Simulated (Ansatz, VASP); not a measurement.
## Al2TlAs3: VASP beside Ansatz

```
CELL_PARAMETERS angstrom
3.83954 0.00000 0.00000
-1.91977 3.32514 0.00000
0.00000 0.00000 9.72744
ATOMIC_POSITIONS crystal
Al 0.33333 0.66667 0.66196
Al 0.66667 0.33333 0.33804
Tl 0.00000 0.00000 0.00000
As 0.33333 0.66667 0.21049
As 0.66667 0.33333 0.78951
As 0.00000 0.00000 0.50000
```

Alike in both runs: task single point; functional r2SCAN; dispersion rVV10; k mesh 12 × 12 × 4; occupations fermi-dirac, width 0.03 eV; no spin polarisation.

|  | VASP | Ansatz |
| --- | --- | --- |
| version | VASP 6.6.1 | Ansatz 0.2.0 |
| potentials or method | VASP PAW PBE potentials, release 64 (Al, Tl_d, As) | plane waves, PAW |
| plane-wave cutoff (eV) | 520 | 500 |
| valence electrons in the cell | 34 | 64 |

|  | VASP | Ansatz | Ansatz less VASP |
| --- | --- | --- | --- |
| pressure (GPa) | 0.2 | 0.0 | -0.16 |
| rms of the force components (eV/Å) | 0.006 | 0.001 | -0.0051 |

VASP's potentials were made for PBE, not for r2SCAN. Atom by atom the forces differ by 0.005 eV/Å (rms over components). VASP's potentials hold 34 valence electrons a cell and Ansatz's 64, so a difference there can come from the potentials and not from the codes.

Spin-orbit coupling is off throughout.
